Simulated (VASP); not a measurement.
# SnTe3 (Fm-3m) in VASP: further runs

SnTe3 is run at these levels: r2SCAN; tasks: single point.

All numbers are computed with VASP 6.6.1; they aren't measurements. Logs are shortened: lines on timing, memory, paths and dates and some standing lists are left out, and cuts for length are marked.

**1. The cell of the first run**

Symmetry: Fm-3m, No. 225, cubic system. The conventional cell has a = 7.671 Å, b = 7.671 Å, c = 7.671 Å, α = 90.00°, β = 90.00°, γ = 90.00°. Within 4.4 Å of Te (site symmetry m-3m) lie 8 Te at 3.32 Å and 6 Sn at 3.84 Å. Within 4.4 Å of Te (site symmetry -43m) lie 10 Te at 3.32 to 3.84 Å and 4 Sn at 3.32 Å. Within 4.4 Å of Sn (site symmetry m-3m) lie 14 Te at 3.32 to 3.84 Å.

**2. Single point, r2SCAN**

Contents of POSCAR:

```
SnTe3
1.0
    0.0000000000      3.8353039977      3.8353039977
    3.8353039977      0.0000000000      3.8353039977
    3.8353039977      3.8353039977      0.0000000000
Te Sn
3 1
Direct
    0.5000000000      0.5000000000      0.5000000000
    0.7500000000      0.7500000000      0.7500000000
    0.2500000000      0.2500000000      0.2500000000
    0.0000000000      0.0000000000      0.0000000000
```

Contents of INCAR.step1:

```
PREC = Accurate
ENCUT = 520
ISMEAR = -1
SIGMA = 0.05
LREAL = F
LASPH = T
NELM = 60
NBANDS = 24
GGA = PE
ALGO = Normal
EDIFF = 1E-4
LWAVE = T
LCHARG = F
```

Contents of INCAR.step2:

```
PREC = Accurate
ENCUT = 520
EDIFF = 1E-7
ISMEAR = -1
SIGMA = 0.05
LREAL = F
LASPH = T
NELM = 60
ALGO = Normal
ISIF = 2
LWAVE = F
LCHARG = T
METAGGA = R2SCAN
LMIXTAU = T
LELF = T
LVHAR = T
NBANDS = 24
ISTART = 1
```

Contents of KPOINTS:

```
regular mesh
0
Gamma
  6 6 6
```

Potentials or basis: VASP PAW PBE potentials, release 64 (Te, Sn_d).

On the command line:

```sh
$ cat potpaw_PBE.64/Te/POTCAR potpaw_PBE.64/Sn_d/POTCAR > POTCAR
$ cp INCAR.step1 INCAR
$ mpirun -np 1 vasp_std > vasp.out
$ cp INCAR.step2 INCAR
$ mpirun -np 1 vasp_std > vasp.out
```

OUTCAR:

```text
PREC = Accurate
   ENCUT = 520
   EDIFF = 1E-7
   ISMEAR = -1
   LREAL = F
   LASPH = T
   NELM = 60
   ISIF = 2
   METAGGA = R2SCAN
   ISTART = 1

 ion  position               nearest neighbor table
   1  0.500  0.500  0.500-   3 3.32   3 3.32   3 3.32   2 3.32   2 3.32   2 3.32   3 3.32   2 3.32

   2  0.750  0.750  0.750-   1 3.32   1 3.32   1 3.32   4 3.32   4 3.32   4 3.32   4 3.32   1 3.32

   3  0.250  0.250  0.250-   4 3.32   4 3.32   4 3.32   1 3.32   1 3.32   1 3.32   4 3.32   1 3.32

   4  0.000  0.000  0.000-   2 3.32   2 3.32   2 3.32   3 3.32   3 3.32   3 3.32   3 3.32   2 3.32

  LATTYP: Found a face centered cubic cell.
 ALAT       =     7.6706079954

  Lattice vectors:

 A1 = (   0.0000000000,   3.8353039977,   3.8353039977)
 A2 = (   3.8353039977,   0.0000000000,   3.8353039977)
 A3 = (   3.8353039977,   3.8353039977,   0.0000000000)

Analysis of symmetry for initial positions (statically):
=====================================================================
 Subroutine PRICEL returns:
 Original cell was already a primitive cell.

 Routine SETGRP: Setting up the symmetry group for a
 face centered cubic supercell.

 Subroutine GETGRP returns: Found 48 space group operations
 (whereof 48 operations were pure point group operations)
 out of a pool of 48 trial point group operations.

The static configuration has the point symmetry O_h .

Analysis of symmetry for dynamics (positions and initial velocities):
=====================================================================
 Subroutine PRICEL returns:
 Original cell was already a primitive cell.

 Routine SETGRP: Setting up the symmetry group for a
 face centered cubic supercell.

 Subroutine GETGRP returns: Found 48 space group operations
 (whereof 48 operations were pure point group operations)
 out of a pool of 48 trial point group operations.

The dynamic configuration has the point symmetry O_h .

 Subroutine INISYM returns: Found 48 space group operations
 (whereof 48 operations are pure point group operations),
 and found     1 'primitive' translations

----------------------------------------------------------------------------------------

                                     Primitive cell

  volume of cell :     112.8312

[... 78 lines left out ...]
   LNONCOLLINEAR =      F non collinear calculations
   LSORBIT =      F    spin-orbit coupling
   LASPH  =      T    aspherical Exc in radial PAW
   ENCUT  =  520.0 eV  38.22 Ry    6.18 a.u.  10.08 10.08 10.08*2*pi/ulx,y,z
   NELM   =     60;   NELMIN=  2; NELMDL=  0     # of ELM steps
   EDIFF  = 0.1E-06   stopping-criterion for ELM
   LREAL  =      F    real-space projection
   EDIFFG = 0.1E-05   stopping-criterion for IOM
   NSW    =      0    number of steps for IOM
   IBRION =     -1    ionic relax: 0-MD 1-quasi-New 2-CG
   NFREE  =      0    steps in history (QN), initial steepest desc. (CG)
   ISIF   =      2    stress and relaxation
   ISYM   =      2    0-nonsym 1-usesym 2-fastsym
   POTIM  = 0.5000    time-step for ionic-motion
   TEBEG  =    0.0;   TEEND  =   0.0 temperature during run
   PSTRESS=    0.0 pullay stress
   NELECT =      32.0000    total number of electrons
   NUPDOWN=      -1.0000    fix difference up-down
   EMIN   =  10.00;   EMAX   =-10.00  energy-range for DOS
   EFERMI =   0.00;   METHOD = LEGACY
   ISMEAR =    -1;   SIGMA  =   0.05  broadening in eV -4-tet -1-fermi 0-gaus
   EFERMI_NEDOS =   21; number of points for ismear=-14 and -15
   IALGO  =     38    algorithm
   IMIX   =      4    mixing-type and parameters
     AMIX     =   0.40;   BMIX     =  1.00
     AMIX_MAG =   1.60;   BMIX_MAG =  1.00
  volume/ion in A,a.u.               =      28.21       190.36
  Fermi-wavevector in a.u.,A,eV,Ry     =   1.075594  2.032578 15.740613  1.156902
  Thomas-Fermi vector in A             =   2.211455
   LORBIT       =      0    0 simple, 1 ext, 2 COOP (PROOUT), +10 PAW based schemes
   METAGGA = R2SCAN    functional components
   LHFCALC =     F    Hartree Fock is set to
   AEXX    =    0.0000 exact exchange contribution
   IVDW    =     0    specifies the selected vdW correction
   LEPSILON=     F    determine dielectric tensor
   LRPA    =     F    only Hartree local field effects (RPA)
 non-spin polarized calculation
  energy-cutoff  :      520.00
  volume of cell :      112.83
 maximum number of plane-waves:      3071
   NGX = 21   NGY = 21   NGZ = 21

 number of electron      31.9999991 magnetization

 Free energy of the ion-electron system (eV)
  ---------------------------------------------------
  ext. energy  EPLUGINS =         0.00000000
  ---------------------------------------------------
  free energy    TOTEN  =       -99.94150311 eV

  energy without entropy =      -99.90594223  energy(sigma->0) =      -99.92372267

 E-fermi :   7.9055     XC(G=0): -10.6661

 val. band max:        7.8618333046   @ k =   0.5000   0.5000   0.0000
 cond. band min:       7.9335013724   @ k =   0.3333   0.0000   0.0000
 fundamental gap:      0.0716680678
 Fermi energy:         7.9055061904

 k-point     1 :       0.0000    0.0000    0.0000
  band No.  band energies     occupation
      1     -14.4708      2.00000
      2     -14.4708      2.00000
      3     -14.4708      2.00000
      4     -14.4646      2.00000
      5     -14.4646      2.00000
      6      -6.3010      2.00000
[... 421 lines left out ...]
     23      14.9785      0.00000
     24      15.1107      0.00000

------------------------ aborting loop because EDIFF is reached ----------------------------------------

  FORCE on cell =-STRESS in cart. coord.  units (eV):
  Direction    XX          YY          ZZ          XY          YZ          ZX
  --------------------------------------------------------------------------------------
  -------------------------------------------------------------------------------------
  Total        0.7505011      0.7505011      0.7505011     -0.0000000      0.0000000      0.0000000
  in kB       10.6569405     10.6569405     10.6569405     -0.0000000      0.0000000      0.0000000
  external PRESSURE =      10.6569405 kB  Pullay stress =       0.0000000 kB

 VOLUME and BASIS-vectors are now :
 -----------------------------------------------------------------------------
  energy-cutoff  :      520.00
  volume of cell :      112.83
      direct lattice vectors                 reciprocal lattice vectors
     0.000000000  3.835303998  3.835303998    -0.130367762  0.130367762  0.130367762
     3.835303998  0.000000000  3.835303998     0.130367762 -0.130367762  0.130367762
     3.835303998  3.835303998  0.000000000     0.130367762  0.130367762 -0.130367762

 POSITION                                       TOTAL-FORCE (eV/Angst)
 -----------------------------------------------------------------------------------
      3.83530      3.83530      3.83530        -0.000000      0.000000     -0.000000
      5.75296      5.75296      5.75296         0.000000     -0.000000     -0.000000
      1.91765      1.91765      1.91765        -0.000000      0.000000      0.000000
      0.00000      0.00000      0.00000        -0.000000      0.000000     -0.000000
 -----------------------------------------------------------------------------------
    total drift:                               -0.000000      0.000000      0.000000

  FREE ENERGIE OF THE ION-ELECTRON SYSTEM (eV)
  ---------------------------------------------------
  free  energy   TOTEN  =       -99.9415031080 eV

  energy  without entropy=      -99.9059422270  energy(sigma->0) =      -99.92372267
```

Run time: 1.7 min. Hardware: 1 thread of Intel Xeon Platinum 8488C (Sapphire Rapids), shared host; peak memory 0.27 GiB.

What came out:

* Free energy: -99.9415 eV
* Pressure: 1.1 GPa
* Band gap on the k mesh: zero (band 16 reaches 8.31 eV, above the bottom of band 17 at 5.90 eV)

Levels at points of the mesh, in eV from the Fermi level:
| k point | band 13 | band 14 | band 15 | band 16 | band 17 | band 18 | band 19 | band 20 |
| --- | --- | --- | --- | --- | --- | --- | --- | --- |
| (0.00, 0.00, 0.00) | -3.54 | -3.54 | -3.54 | -2.01 | -2.01 | -2.01 | 3.47 | 3.47 |
| (0.50, 0.00, 0.00) | -3.68 | -2.12 | -1.99 | 0.41 | 0.41 | 1.39 | 1.97 | 1.97 |
| (0.50, 0.50, 0.00) | -0.83 | -0.71 | -0.71 | -0.04 | 0.13 | 0.13 | 2.28 | 3.59 |

Caveat: the PAW data sets were made with another functional, which shifts forces and pressure a little; spin-orbit coupling is left out, which moves the levels of the heavy elements.

**3. Single point, r2SCAN**

This run uses another cell than the first one, of 28.78 Å³/atom, 1.020 times its volume.

Contents of POSCAR:

```
SnTe3
1.0
    0.0000000000      3.8612190000      3.8612190000
    3.8612190000      0.0000000000      3.8612190000
    3.8612190000      3.8612190000      0.0000000000
Te Sn
3 1
Direct
    0.5000000000      0.5000000000      0.5000000000
    0.7500000000      0.7500000000      0.7500000000
    0.2500000000      0.2500000000      0.2500000000
    0.0000000000      0.0000000000      0.0000000000
```

Contents of INCAR.step1:

```
SYSTEM = SnTe3
PREC = Accurate
ENCUT = 520
ISMEAR = -1
SIGMA = 0.05
LREAL = .FALSE.
LASPH = .TRUE.
NELM = 60
NBANDS = 24
GGA = PE
ALGO = Normal
EDIFF = 1E-4
LWAVE = .TRUE.
LCHARG = .FALSE.
```

Contents of INCAR.step2:

```
SYSTEM = SnTe3
PREC = Accurate
ENCUT = 520
EDIFF = 1E-6
ISMEAR = -1
SIGMA = 0.05
LREAL = .FALSE.
LASPH = .TRUE.
NELM = 60
ALGO = Normal
ISIF = 2
LWAVE = .FALSE.
LCHARG = .FALSE.
METAGGA = R2SCAN
LMIXTAU = .TRUE.
NBANDS = 24
ISTART = 1
```

Contents of KPOINTS:

```
Automatic mesh
0
G
  6 6 6
  0 0 0
```

Potentials or basis: VASP PAW PBE potentials, release 64 (Te, Sn_d).

On the command line:

```sh
$ cat potpaw_PBE.64/Te/POTCAR potpaw_PBE.64/Sn_d/POTCAR > POTCAR
$ cp INCAR.step1 INCAR
$ mpirun -np 1 vasp_std > vasp.out
$ cp INCAR.step2 INCAR
$ mpirun -np 1 vasp_std > vasp.out
```

Run time: 2 min. Hardware: 1 thread of Intel Xeon Platinum 8488C (Sapphire Rapids), shared host; peak memory 0.3 GiB.

It converged, with:

```yaml
Free_energy: -99.9495 eV
Pressure: 0.0 GPa
Band_gap_on_the_k_mesh: zero (band 16 reaches 8.03 eV, above the bottom of band 17 at 5.69 eV)
```

Levels at points of the mesh, in eV from the Fermi level:
```tsv
k point	band 13	band 14	band 15	band 16	band 17	band 18	band 19	band 20
(0.00, 0.00, 0.00)	-3.44	-3.44	-3.44	-1.94	-1.94	-1.94	3.55	3.55
(0.50, 0.00, 0.00)	-3.57	-2.11	-1.97	0.41	0.41	1.33	1.98	1.98
(0.50, 0.50, 0.00)	-0.86	-0.69	-0.69	-0.04	0.13	0.13	2.24	3.54
```

Caveat: the PAW data sets were made with another functional, which shifts forces and pressure a little; spin-orbit coupling is left out, which moves the levels of the heavy elements.

**4. Single point, r2SCAN**

This run uses another cell than the first one, of 29.36 Å³/atom, 1.041 times its volume.

Contents of POSCAR:

```
SnTe3
1.0
    0.0000000000      3.8867907320      3.8867907320
    3.8867907320      0.0000000000      3.8867907320
    3.8867907320      3.8867907320      0.0000000000
Te Sn
3 1
Direct
    0.5000000000      0.5000000000      0.5000000000
    0.7500000000      0.7500000000      0.7500000000
    0.2500000000      0.2500000000      0.2500000000
    0.0000000000      0.0000000000      0.0000000000
```

Contents of INCAR.step1:

```
SYSTEM = SnTe3
PREC = Accurate ; ENCUT = 520
ISMEAR = -1 ; SIGMA = 0.05
LREAL = .False. ; LASPH = .True.
NELM = 80 ; NBANDS = 24
GGA = PE ; ALGO = Normal
EDIFF = 1E-4 ; LWAVE = .True.
LCHARG = .False.
```

Contents of INCAR.step2:

```
SYSTEM = SnTe3
PREC = Accurate ; ENCUT = 520
EDIFF = 1E-7 ; ISMEAR = -1
SIGMA = 0.05 ; LREAL = .False.
LASPH = .True. ; NELM = 80
ALGO = Normal ; ISIF = 2
LWAVE = .False. ; LCHARG = .False.
METAGGA = R2SCAN ; LMIXTAU = .True.
NBANDS = 24 ; ISTART = 1
```

Contents of KPOINTS:

```
Automatic mesh
0
Gamma
  6 6 6
  0 0 0
```

On the command line:

```sh
$ cat potpaw_PBE.64/Te/POTCAR potpaw_PBE.64/Sn_d/POTCAR > POTCAR
$ cp INCAR.step1 INCAR
$ mpirun -np 1 vasp_std > vasp.out
$ cp INCAR.step2 INCAR
$ mpirun -np 1 vasp_std > vasp.out
```

Run time: 2.2 min. Hardware: 1 thread of Intel Xeon Platinum 8488C (Sapphire Rapids), shared host; peak memory 0.3 GiB.

It converged, with:

```
Free energy            : -99.9428 eV
Pressure               : -1.0 GPa
Band gap on the k mesh : zero (band 16 reaches 7.77 eV, above the bottom of band 17 at 5.49 eV)
```

Levels at points of the mesh, in eV from the Fermi level:
```csv
k point,band 14,band 15,band 16,band 17,band 18,band 19
"(0.00, 0.00, 0.00)",-3.34,-3.34,-1.87,-1.87,-1.87,3.62
"(0.50, 0.00, 0.00)",-2.10,-1.94,0.41,0.41,1.27,1.99
"(0.50, 0.50, 0.00)",-0.67,-0.67,-0.04,0.14,0.14,2.21
```

Caveat: the PAW data sets were made with another functional, which shifts forces and pressure a little; spin-orbit coupling is left out, which moves the levels of the heavy elements.

(Continued in part 2 of 2.)
